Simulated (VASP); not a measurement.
# CdF2 (Fm-3m) in VASP: a series of runs

The runs below take CdF2 through relaxation of cell and atoms, single point, with PBE+D3(BJ), PBE+D4, r2SCAN+rVV10, PBE.

All numbers are computed with VASP 6.6.1; they aren't measurements. Logs are shortened: lines on timing, memory, paths and dates and some standing lists are left out, and cuts for length are marked.

## (1) The cell of the first run

The structure is cubic, space group Fm-3m (No. 225). Conventional cell: a = 5.388 Å, b = 5.388 Å, c = 5.388 Å, α = 90.00°, β = 90.00°, γ = 90.00°. Cd (site symmetry m-3m) has 8 F at 2.33 Å within 3.1 Å. F (site symmetry -43m) has 4 Cd at 2.33 Å and 6 F at 2.69 Å within 3.1 Å.

## (2) Relaxation of cell and atoms, PBE+D3(BJ)

Input file INCAR:

```
ALGO = Normal ; EDIFF = 1E-7
EDIFFG = -0.005 ; ENCUT = 600
GGA = PE ; IBRION = 2
ISIF = 3 ; ISMEAR = -1
IVDW = 12 ; LASPH = True
LCHARG = False ; LREAL = False
LWAVE = False ; NELM = 80
NSW = 80 ; PREC = Accurate
SIGMA = 0.02
```

Input file KPOINTS:

```
k-points
0
Gamma
  8 8 8
```

Input file POSCAR:

```
CdF2
1.0
    0.0000000000      2.6940000000      2.6940000000
    2.6940000000      0.0000000000      2.6940000000
    2.6940000000      2.6940000000      0.0000000000
Cd F
1 2
Direct
    0.0000000000      0.0000000000      0.0000000000
    0.2500000000      0.2500000000      0.2500000000
    0.7500000000      0.7500000000      0.7500000000
```

Potentials or basis: VASP PAW PBE potentials, release 64 (Cd, F).

Command:

```console
> cat potpaw_PBE.64/Cd/POTCAR potpaw_PBE.64/F/POTCAR > POTCAR
> mpirun -np 1 vasp_std > vasp.out
```

OUTCAR:

```text
EDIFF = 1E-7
   EDIFFG = -0.005
   ENCUT = 600
   GGA = PE
   IBRION = 2
   ISIF = 3
   ISMEAR = -1
   IVDW = 12
   LASPH = True
   LREAL = False
   NELM = 80
   NSW = 80
   PREC = Accurate
 IVDW          = 12

 ion  position               nearest neighbor table
   1  0.000  0.000  0.000-   3 2.33   3 2.33   3 2.33   2 2.33   3 2.33   2 2.33   2 2.33   2 2.33

   2  0.250  0.250  0.250-   1 2.33   1 2.33   1 2.33   1 2.33
   3  0.750  0.750  0.750-   1 2.33   1 2.33   1 2.33   1 2.33

  LATTYP: Found a face centered cubic cell.
 ALAT       =     5.3880000000

  Lattice vectors:

 A1 = (   0.0000000000,   2.6940000000,   2.6940000000)
 A2 = (   2.6940000000,   0.0000000000,   2.6940000000)
 A3 = (   2.6940000000,   2.6940000000,   0.0000000000)

Analysis of symmetry for initial positions (statically):
=====================================================================
 Subroutine PRICEL returns:
 Original cell was already a primitive cell.

 Routine SETGRP: Setting up the symmetry group for a
 face centered cubic supercell.

 Subroutine GETGRP returns: Found 48 space group operations
 (whereof 48 operations were pure point group operations)
 out of a pool of 48 trial point group operations.

The static configuration has the point symmetry O_h .

Analysis of symmetry for dynamics (positions and initial velocities):
=====================================================================
 Subroutine PRICEL returns:
 Original cell was already a primitive cell.

 Routine SETGRP: Setting up the symmetry group for a
 face centered cubic supercell.

 Subroutine GETGRP returns: Found 48 space group operations
 (whereof 48 operations were pure point group operations)
 out of a pool of 48 trial point group operations.

The dynamic configuration has the point symmetry O_h .

 Subroutine INISYM returns: Found 48 space group operations
 (whereof 48 operations are pure point group operations),
 and found     1 'primitive' translations

----------------------------------------------------------------------------------------

                                     Primitive cell

  volume of cell :      39.1041

  direct lattice vectors                    reciprocal lattice vectors
     0.000000000  2.694000000  2.694000000    -0.185597624  0.185597624  0.185597624
     2.694000000  0.000000000  2.694000000     0.185597624 -0.185597624  0.185597624
     2.694000000  2.694000000  0.000000000     0.185597624  0.185597624 -0.185597624

  length of vectors
     3.809891337  3.809891337  3.809891337     0.321464515  0.321464515  0.321464515

  position of ions in fractional coordinates (direct lattice)
     0.000000000  0.000000000  0.000000000
     0.250000000  0.250000000  0.250000000
     0.750000000  0.750000000  0.750000000

  ion indices of the primitive-cell ions
   primitive index   ion index
                 1           1
                 2           2
                 3           3

----------------------------------------------------------------------------------------

 KPOINTS: k-points

Automatic generation of k-mesh.
 Grid dimensions read from file:
 generate k-points for:    8    8    8

 Generating k-lattice:

  Cartesian coordinates                     Fractional coordinates (reciprocal lattice)
    -0.023199703  0.023199703  0.023199703     0.125000000  0.000000000  0.000000000
     0.023199703 -0.023199703  0.023199703     0.000000000  0.125000000  0.000000000
     0.023199703  0.023199703 -0.023199703     0.000000000  0.000000000  0.125000000

  Length of vectors
     0.040183064  0.040183064  0.040183064

  Shift w.r.t. Gamma in fractional coordinates (k-lattice)
     0.000000000  0.000000000  0.000000000

 Subroutine IBZKPT returns following result:
 ===========================================

 Found     29 irreducible k-points:

 Following reciprocal coordinates:
            Coordinates               Weight
  0.000000  0.000000  0.000000      1.000000
  0.125000  0.000000  0.000000      8.000000
  0.250000  0.000000  0.000000      8.000000
  0.375000  0.000000  0.000000      8.000000
  0.500000  0.000000  0.000000      4.000000
  0.125000  0.125000  0.000000      6.000000
[... 16 lines left out ...]
  0.500000  0.250000  0.125000     48.000000
 -0.375000  0.250000  0.125000     24.000000
 [... further k-points ...]
   k-points           NKPTS =     29   k-points in BZ     NKDIM =     29   number of bands    NBANDS=     17
   number of dos      NEDOS =    301   number of ions     NIONS =      3
   total plane-waves  NPLWV =  27000
   dimension x,y,z NGX =    30 NGY =   30 NGZ =   30
   dimension x,y,z NGXF=    60 NGYF=   60 NGZF=   60
   ions per type =               1   2
   NGX,Y,Z   is equivalent  to a cutoff of  13.09, 13.09, 13.09 a.u.
   NGXF,Y,Z  is equivalent  to a cutoff of  26.18, 26.18, 26.18 a.u.
 SYSTEM =  unknown system
   PREC   = accura    normal or accurate (medium, high low for compatibility)
[... 51 lines left out ...]
  ---------------------------------------------------
  ext. energy  EPLUGINS =         0.00000000
  ---------------------------------------------------
  free energy    TOTEN  =       -10.86289904 eV

  energy without entropy =      -10.86289903  energy(sigma->0) =      -10.86289903

------------------------ aborting loop because EDIFF is reached ----------------------------------------

 Edisp (eV)   -0.50225

 E8    (eV) :    -0.1899

  FORCE on cell =-STRESS in cart. coord.  units (eV):
  Direction    XX          YY          ZZ          XY          YZ          ZX
  --------------------------------------------------------------------------------------
  -------------------------------------------------------------------------------------
  Total       0.95978     0.95978     0.95978     0.00000     0.00000     0.00000
  in kB      39.32428    39.32428    39.32428     0.00000     0.00000     0.00000
  external pressure =       39.32 kB  Pullay stress =        0.00 kB

 VOLUME and BASIS-vectors are now :
 -----------------------------------------------------------------------------
  energy-cutoff  :      600.00
  volume of cell :       39.10
      direct lattice vectors                 reciprocal lattice vectors
     0.000000000  2.694000000  2.694000000    -0.185597624  0.185597624  0.185597624
     2.694000000  0.000000000  2.694000000     0.185597624 -0.185597624  0.185597624
     2.694000000  2.694000000  0.000000000     0.185597624  0.185597624 -0.185597624
[... 42 lines left out ...]
 POSITION                                       TOTAL-FORCE (eV/Angst)
 -----------------------------------------------------------------------------------
      0.00000      2.73558      2.73558        -0.000000     -0.000000      0.000000
      1.36779      1.36779      1.36779        -0.000000      0.000000      0.000000
      4.10337      4.10337      4.10337         0.000000     -0.000000     -0.000000
 -----------------------------------------------------------------------------------
    total drift:                                0.000000      0.000000      0.000000

  FREE ENERGIE OF THE ION-ELECTRON SYSTEM (eV)
  ---------------------------------------------------
  free  energy   TOTEN  =       -11.3811913327 eV

  energy  without entropy=      -11.3811913327  energy(sigma->0) =      -11.38119133

--------------------------------------- Ionic step        3  -------------------------------------------

 number of electron      25.9999988 magnetization

 Free energy of the ion-electron system (eV)
  ---------------------------------------------------
  ext. energy  EPLUGINS =         0.00000000
  ---------------------------------------------------
  free energy    TOTEN  =       -10.89820174 eV

  energy without entropy =      -10.89820174  energy(sigma->0) =      -10.89820174

 E-fermi :  -1.1771     XC(G=0): -10.2155

 val. band max:       -1.5801135363   @ k =  -0.2500   0.5000   0.2500
 cond. band min:       1.3604832433   @ k =   0.0000   0.0000   0.0000
 fundamental gap:      2.9405967796
 Fermi energy:        -1.1771162094

 k-point     1 :       0.0000    0.0000    0.0000
  band No.  band energies     occupation
      1     -22.1903      2.00000
      2     -21.1832      2.00000
      3      -7.0946      2.00000
      4      -7.0946      2.00000
      5      -7.0946      2.00000
      6      -6.0395      2.00000
[... 9 lines left out ...]
     16      10.9480      0.00000
     17      10.9480      0.00000
[... 441 lines left out ...]
 k-point    24 :      -0.3750    0.2500    0.1250
  band No.  band energies     occupation
      1     -21.6712      2.00000
      2     -21.6389      2.00000
      3      -6.6739      2.00000
      4      -6.5896      2.00000
      5      -6.0727      2.00000
      6      -6.0604      2.00000
[... 9 lines left out ...]
     16      11.0795      0.00000
     17      12.0880      0.00000

 [... further k-points ...]

------------------------ aborting loop because EDIFF is reached ----------------------------------------

 Edisp (eV)   -0.48411

 E8    (eV) :    -0.1832

  FORCE on cell =-STRESS in cart. coord.  units (eV):
  Direction    XX          YY          ZZ          XY          YZ          ZX
  --------------------------------------------------------------------------------------
  -------------------------------------------------------------------------------------
  Total       0.00121     0.00121     0.00121    -0.00000    -0.00000    -0.00000
  in kB       0.04795     0.04795     0.04795    -0.00000    -0.00000    -0.00000
  external pressure =        0.05 kB  Pullay stress =        0.00 kB

 VOLUME and BASIS-vectors are now :
 -----------------------------------------------------------------------------
  energy-cutoff  :      600.00
  volume of cell :       40.55
      direct lattice vectors                 reciprocal lattice vectors
     0.000000000  2.726851659  2.726851659    -0.183361643  0.183361643  0.183361643
     2.726851659  0.000000000  2.726851659     0.183361643 -0.183361643  0.183361643
     2.726851659  2.726851659 -0.000000000     0.183361643  0.183361643 -0.183361643

 POSITION                                       TOTAL-FORCE (eV/Angst)
 -----------------------------------------------------------------------------------
      0.00000      0.00000      0.00000        -0.000000     -0.000000     -0.000000
      1.36343      1.36343      1.36343         0.000000      0.000000      0.000000
      4.09028      4.09028      4.09028        -0.000000     -0.000000     -0.000000
 -----------------------------------------------------------------------------------
    total drift:                                0.000000     -0.000000      0.000000

  FREE ENERGIE OF THE ION-ELECTRON SYSTEM (eV)
  ---------------------------------------------------
  free  energy   TOTEN  =       -11.3823156835 eV

  energy  without entropy=      -11.3823156835  energy(sigma->0) =      -11.38231568

 reached required accuracy - stopping structural energy minimisation
```

Run time: 65 s. Hardware: 1 thread of Intel Xeon Platinum 8259CL at 2.50GHz (Skylake/Cascade Lake), shared host; peak memory 0.19 GiB.

Results:

| Item | Value |
| --- | --- |
| Free energy | -11.3823 eV |
| Relaxed volume | 13.52 Å³/atom |
| Relaxed cell | a = 3.856 Å, b = 3.856 Å, c = 3.856 Å, α = 60.00°, β = 60.00°, γ = 60.00° |
| Space group after relaxing (to 0.1 Å) | Fm-3m (No. 225) |
| Energy gained by relaxing | 5.7 meV/atom |
| Ionic steps | 3 |
| Pressure after relaxing | 0.0 GPa |
| Band gap on the k mesh | 2.94 eV (least direct gap 3.48 eV) |
| Dispersion energy per atom | -0.161 eV |

Step by step:
| step | energy change (eV) | largest force (eV/Å) | pressure (GPa) | volume (Å³) |
| --- | --- | --- | --- | --- |
| 1 | 0.0000 | 0.0000 | 3.93 | 39.10 |
| 2 | -0.0160 | 0.0000 | -0.92 | 40.94 |
| 3 | -0.0172 | 0.0000 | 0.00 | 40.55 |

Final structure:
```cif
data_structure
_symmetry_space_group_name_H-M 'P 1'
_symmetry_Int_Tables_number 1
_cell_length_a 3.8564
_cell_length_b 3.8564
_cell_length_c 3.8564
_cell_angle_alpha 60.000
_cell_angle_beta 60.000
_cell_angle_gamma 60.000
_cell_volume 40.55
loop_
_atom_site_label
_atom_site_type_symbol
_atom_site_fract_x
_atom_site_fract_y
_atom_site_fract_z
_atom_site_occupancy
Cd1 Cd 0.00000 0.00000 0.00000 1
F1 F 0.25000 0.25000 0.25000 1
F2 F 0.75000 0.75000 0.75000 1
```

A k mesh can miss the band edges. Expect the measured gap to be larger: semilocal functionals such as PBE lack the derivative discontinuity.

## (3) Relaxation of cell and atoms, PBE+D4

This run uses another cell than the first one, of 13.45 Å³/atom.

Input file INCAR:

```
ALGO = Normal
EDIFF = 1E-7
EDIFFG = -0.005
ENCUT = 600
GGA = PE
IBRION = 2
ISIF = 3
ISMEAR = -1
IVDW = 13
LASPH = True
LCHARG = False
LREAL = False
LWAVE = False
NELM = 80
NSW = 80
PREC = Accurate
SIGMA = 0.02
```

KPOINTS is that of step 2.

Input file POSCAR:

```
CdF2
1.0
    0.0000000000      2.7222408728      2.7222408728
    2.7222408728      0.0000000000      2.7222408728
    2.7222408728      2.7222408728      0.0000000000
Cd F
1 2
Direct
    0.0000000000      0.0000000000      0.0000000000
    0.2500000000      0.2500000000      0.2500000000
    0.7500000000      0.7500000000      0.7500000000
```

Potentials or basis: VASP PAW PBE potentials, release 64 (Cd, F).

Command:

```console
> cat potpaw_PBE.64/Cd/POTCAR potpaw_PBE.64/F/POTCAR > POTCAR
> mpirun -np 1 vasp_std > vasp.out
```

It took 48 s on 1 thread of Intel Xeon Platinum 8259CL at 2.50GHz (Skylake/Cascade Lake), shared host; peak memory 0.19 GiB.

It converged, with:

```yaml
Free_energy: -11.4131 eV
Relaxed_volume: 13.51 Å³/atom
Relaxed_cell: a = 3.856 Å, b = 3.856 Å, c = 3.856 Å, α = 60.00°, β = 60.00°, γ = 60.00°
Space_group_after_relaxing_to_0.1_Å: Fm-3m (No. 225)
Energy_gained_by_relaxing: 0.1 meV/atom
Ionic_steps: 3
Pressure_after_relaxing: 0.0 GPa
Band_gap_on_the_k_mesh: 2.94 eV (least direct gap 3.48 eV)
Dispersion_energy_per_atom: -0.170 eV
```

Step by step:
```tsv
step	energy change (eV)	largest force (eV/Å)	pressure (GPa)	volume (Å³)
1	0.0000	0.0000	0.49	40.35
2	-0.0003	0.0000	-0.10	40.59
3	-0.0003	0.0000	0.00	40.54
```

Final structure:
```
CELL_PARAMETERS angstrom
0.00000 2.72661 2.72661
2.72661 0.00000 2.72661
2.72661 2.72661 0.00000
ATOMIC_POSITIONS crystal
Cd 0.00000 0.00000 0.00000
F 0.25000 0.25000 0.25000
F 0.75000 0.75000 0.75000
```

Levels at points of the mesh, in eV from the valence-band top:
```csv
k point,band 11,band 12,band 13,band 14,band 15,band 16
"(0.00, 0.00, 0.00)",-0.54,-0.54,-0.54,2.94,12.53,12.53
"(0.50, 0.00, 0.00)",-1.71,-0.42,-0.42,6.90,9.04,14.18
"(0.50, 0.50, 0.00)",-0.43,-0.08,-0.08,7.71,9.46,11.85
```

A k mesh can miss the band edges. Zero-point motion and thermal expansion aren't in these numbers.

## (4) Relaxation of cell and atoms, r2SCAN+rVV10

This run uses another cell than the first one, of 13.45 Å³/atom.

POSCAR is that of step 3.

Input file INCAR.step1:

```
ALGO     = Normal         # electronic algorithm
EDIFF    = 1E-4           # SCF threshold, eV
ENCUT    = 600            # plane-wave cutoff, eV
GGA      = PE             # functional
ISMEAR   = -1             # smearing method
LASPH    = T              # aspherical terms in the spheres
LCHARG   = F              # write CHGCAR
LREAL    = F              # projectors in reciprocal space
LWAVE    = T              # write WAVECAR
NELM     = 60             # most SCF steps
PREC     = Accurate       # precision mode
SIGMA    = 0.02           # smearing width, eV
```

Input file INCAR.step2:

```
ALGO     = Normal         # electronic algorithm
BPARAM   = 11.95        
CPARAM   = 0.0093       
EDIFF    = 1E-6           # SCF threshold, eV
EDIFFG   = -0.005         # ionic threshold
ENCUT    = 600            # plane-wave cutoff, eV
IBRION   = 2              # ionic algorithm
ISIF     = 3              # what is computed and relaxed
ISMEAR   = -1             # smearing method
ISTART   = 1            
IVDW_NL  = 2            
LASPH    = T              # aspherical terms in the spheres
LCHARG   = F              # write CHGCAR
LMIXTAU  = T            
LREAL    = F              # projectors in reciprocal space
LUSE_VDW = T            
LWAVE    = F              # write WAVECAR
METAGGA  = R2SCAN         # meta-GGA
NELM     = 60             # most SCF steps
NSW      = 80             # ionic steps
PREC     = Accurate       # precision mode
SIGMA    = 0.02           # smearing width, eV
```

KPOINTS is that of step 3.

Command:

```console
> cat potpaw_PBE.64/Cd/POTCAR potpaw_PBE.64/F/POTCAR > POTCAR
> cp INCAR.step1 INCAR
> mpirun -np 1 vasp_std > vasp.out
> cp INCAR.step2 INCAR
> mpirun -np 1 vasp_std > vasp.out
```

Wall time 5.9 min (1 thread of Intel Xeon Platinum 8259CL at 2.50GHz (Skylake/Cascade Lake), shared host); peak memory 0.34 GiB.

It converged, with:

- Free energy: -32.8580 eV
- Relaxed volume: 12.97 Å³/atom
- Relaxed cell: a = 3.803 Å, b = 3.803 Å, c = 3.803 Å, α = 60.00°, β = 60.00°, γ = 60.00°
- Space group after relaxing (to 0.1 Å): Fm-3m (No. 225)
- Energy gained by relaxing: 6.1 meV/atom
- Ionic steps: 3
- Pressure after relaxing: 0.0 GPa
- Band gap on the k mesh: 3.70 eV (least direct gap 4.19 eV)

The path:
```csv
step,energy change (eV),largest force (eV/Å),pressure (GPa),volume (Å³)
1,0.0000,0.0000,-3.93,40.35
2,-0.0164,0.0000,1.44,38.45
3,-0.0184,0.0000,0.01,38.90
```

Final structure:
```
Cd F
1.0
     0.00000    2.68932    2.68932
     2.68932    0.00000    2.68932
     2.68932    2.68932    0.00000
Cd F
1 2
Direct
  0.00000 0.00000 0.00000
  0.25000 0.25000 0.25000
  0.75000 0.75000 0.75000
```

Levels at points of the mesh, in eV from the valence-band top:
| k point | band 11 | band 12 | band 13 | band 14 | band 15 | band 16 |
| --- | --- | --- | --- | --- | --- | --- |
| (0.00, 0.00, 0.00) | -0.49 | -0.49 | -0.49 | 3.70 | 13.57 | 13.57 |
| (0.50, 0.00, 0.00) | -1.88 | -0.40 | -0.40 | 8.00 | 9.58 | 15.61 |
| (0.50, 0.50, 0.00) | -0.53 | -0.09 | -0.09 | 8.90 | 10.51 | 12.00 |

Caveat: the PAW data sets were made with another functional, which shifts forces and pressure a little.

## (5) Single point, PBE, non-collinear spin, zero start, spin-orbit coupling

This run uses another cell than the first one, of 12.87 Å³/atom.

Input file INCAR:

```
ALGO = Normal ; EDIFF = 1E-7
ENCUT = 520 ; GGA = PE
GGA_COMPAT = False ; ISIF = 2
ISMEAR = 0 ; LASPH = True
LCHARG = True ; LNONCOLLINEAR = True
LORBIT = 11 ; LORBMOM = True
LREAL = False ; LSORBIT = True
LVHAR = True ; LWAVE = False
MAGMOM = 0 0 0 0 0 0 0 0 0 ; NBANDS = 39
NELM = 150 ; PREC = Accurate
SIGMA = 0.01
```

KPOINTS is that of step 4.

Input file POSCAR:

```
CdF2
1.0
    0.0000000000      2.6825811146      2.6825811146
    2.6825811146      0.0000000000      2.6825811146
    2.6825811146      2.6825811146      0.0000000000
Cd F
1 2
Direct
    0.0000000000      0.0000000000      0.0000000000
    0.2500000000      0.2500000000      0.2500000000
    0.7500000000      0.7500000000      0.7500000000
```

Command:

```console
> cat potpaw_PBE.64/Cd/POTCAR potpaw_PBE.64/F/POTCAR > POTCAR
> mpirun -np 1 vasp_ncl > vasp.out
```

Wall time 1.8 min (1 thread of Intel Xeon Platinum 8259CL at 2.50GHz (Skylake/Cascade Lake), shared host); peak memory 0.28 GiB.

It converged, with:

```
Free energy                                           : -10.8600 eV
Pressure                                              : 7.8 GPa
Net moment                                            : 0.00 μB per cell
Valence electrons inside the program's atomic spheres : Cd 10.13; F 6.09
```

Moments on the atoms (μB; x, y, z):
```
Cd  0.00 0.00 0.00
F   0.00 0.00 0.00
F   0.00 0.00 0.00
```

Caveat: the cell stands under pressure.

## (6) The runs side by side

```csv
task,level,spin,cell,cutoff (eV),smearing,gap on the mesh (eV),pressure (GPa),relaxed volume (Å³/atom)
relaxation of cell and atoms,PBE+D3(BJ),off,"relaxed from a = 3.810 Å, angles 60.0°, 3 atoms",600,fermi-dirac 0.02 eV,2.94,0.0,13.52
relaxation of cell and atoms,PBE+D4,off,"relaxed from a = 3.850 Å, angles 60.0°, 3 atoms",600,fermi-dirac 0.02 eV,2.94,0.0,13.51
relaxation of cell and atoms,r2SCAN+rVV10,off,"relaxed from a = 3.850 Å, angles 60.0°, 3 atoms",600,fermi-dirac 0.02 eV,3.70,0.0,12.97
single point,PBE,"non-collinear, zero start, SOC","a = 3.794 Å, angles 60.0°, 3 atoms",520,gaussian 0.01 eV,-,7.8,-
```

Alike in all rows: potentials or basis VASP PAW PBE potentials, release 64 (Cd, F); k mesh 8 × 8 × 8.

Caveats: the PAW data sets were made with another functional, which shifts forces and pressure a little (at least some runs); the cell stands under pressure (at least some runs).

Total energies depend on the potentials used, so only differences within one code and one set of settings carry meaning.
